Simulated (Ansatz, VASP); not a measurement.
# C: VASP beside Ansatz

The input INCAR:

```
SYSTEM = C
ALGO     = Normal         ! electronic algorithm
DIPOL    = 0.5 0.5 0.500
EDIFF    = 1E-7           ! SCF threshold, eV
ENCUT    = 520            ! plane-wave cutoff, eV
GGA      = PE             ! functional
IDIPOL   = 3            
ISIF     = 2              ! what is computed and relaxed
ISMEAR   = 0              ! smearing method
IVDW     = 12             ! dispersion correction
LASPH    = .True.         ! aspherical terms in the spheres
LCHARG   = .True.         ! write CHGCAR
LDIPOL   = .True.       
LELF     = .True.         ! ELF
LREAL    = .False.        ! projectors in reciprocal space
LVACPOTAV= .True.       
LVHAR    = .True.       
LWAVE    = .False.        ! write WAVECAR
NBANDS   = 11             ! bands
NELM     = 60             ! most SCF steps
PREC     = Accurate       ! precision mode
SIGMA    = 0.1            ! smearing width, eV
```

File KPOINTS:

```
k-points
0
Gamma
  21 21 1
  0 0 0
```

The input POSCAR:

```
C
1.0
    2.4230000000      0.0000000000      0.0000000000
   -1.2115000000      2.0983795534      0.0000000000
    0.0000000000      0.0000000000     26.0024170307
C
2
Direct
    0.6666666667      0.3333333333      0.5192289817
    0.3333333333      0.6666666667      0.4807710183
```

Input for Ansatz:

```yaml
crystal:
  lattice:
    - [2.423, 0.0, 0.0]
    - [-1.2115, 2.0983795534, 0.0]
    - [0.0, 0.0, 26.0024170307]
  atoms:
    - { symbol: C, position: [0.6666666667, 0.3333333333, 0.5192289817] }
    - { symbol: C, position: [0.3333333333, 0.6666666667, 0.4807710183] }
  periodic: [true, true, false]
basis:
  ecutwfc: 420
kpoints:
  mp_grid: { grid: [21, 21, 1] }
hamiltonian:
  xc: pbe
  pseudopotentials: { kind: paw, azcp: { folder: soft_1 } }
  dispersion: d3bj
scf:
  occupations: { method: gaussian, width: 0.1 }
output:
  forces: true
  stress: true
  eigenvalues: true
```

Alike in both runs: task single point; functional PBE; dispersion D3(BJ); k mesh 21 × 21 × 1; occupations gaussian, width 0.1 eV; no spin polarisation.

|  | VASP | Ansatz |
| --- | --- | --- |
| version | VASP 6.6.1 | Ansatz 0.2.0 |
| potentials or method | VASP PAW PBE potentials, release 64 (C), cutoff 520 eV | scalar-relativistic, plane waves, PAW |
| valence electrons in the cell | 8 | 8 |

Ansatz gave:

```
gap on the k mesh at the Fermi level (eV)  : none
rms of the force components (eV/Å)         : 4.295
work function, face that differs most (eV) : 6.30
```

Question: What did VASP give for the same quantities?

Answer: gap on the k mesh at the Fermi level (eV): none; rms of the force components (eV/Å): 4.292; work function, face that differs most (eV): 6.29.

Atom by atom the forces differ by 0.003 eV/Å (rms over components). A gap of «none» marks a metal or a gap that the smearing closes.
